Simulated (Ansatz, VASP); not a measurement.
**Two plane-wave programs on GeW**

Contents of INCAR:

```
SYSTEM = GeW
PREC = Accurate
ENCUT = 600
EDIFF = 1E-7
ISMEAR = -1
SIGMA = 0.05
LREAL = .FALSE.
LASPH = .TRUE.
NELM = 100
ALGO = Normal
ISIF = 3
LWAVE = .FALSE.
LCHARG = .FALSE.
GGA = PE
IBRION = 2
NSW = 60
EDIFFG = -0.005
```

File KPOINTS:

```
Automatic mesh
0
G
  14 14 14
  0 0 0
```

File POSCAR:

```
GeW
1.0
    3.0268907720      0.0000000000      0.0000000000
    0.0000000000      3.0268907720      0.0000000000
    0.0000000000      0.0000000000      3.0268907720
W Ge
1 1
Direct
    0.0000000000      0.0000000000      0.0000000000
    0.5000000000      0.5000000000      0.5000000000
```

Input for Ansatz:

```yaml
crystal:
  lattice:
    - [3.026890772, 0.0, 0.0]
    - [0.0, 3.026890772, 0.0]
    - [0.0, 0.0, 3.026890772]
  atoms:
    - { symbol: W, position: [0.0, 0.0, 0.0] }
    - { symbol: Ge, position: [0.5, 0.5, 0.5] }
kpoints:
  mp_grid: { grid: [14, 14, 14] }
scf:
  occupations: { method: fermi_dirac, width: 0.05 }
hamiltonian:
  xc: pbe
  pseudopotentials: { kind: paw }
output:
  forces: true
  stress: true
  write_density: true
  write_potential: true
  elf: true
  volumetric_format: npy
relax:
  f_tol: 0.005
  max_steps: 40
  cell: {}
```

Alike in both runs: task relaxation of cell and atoms; functional PBE; k mesh 14 × 14 × 14; occupations fermi-dirac, width 0.05 eV; no spin polarisation.

|  | VASP | Ansatz |
| --- | --- | --- |
| version | VASP 6.6.1 | Ansatz 0.2.0 |
| potentials or method | VASP PAW PBE potentials, release 64 (W_sv, Ge_d) | PAW with Ansatz's default frozen-core files, scalar-relativistic |
| plane-wave cutoff (eV) | 600 | 420 |
| valence electrons in the cell | 28 | 28 |

```tsv
	VASP	Ansatz	Ansatz less VASP
relaxed volume (Å³/atom)	15.43	15.40	-0.029
relaxed length of the cell vector where the two differ most in proportion (Å)	3.137	3.135	-0.0020
```

Neither program's run includes spin-orbit coupling.
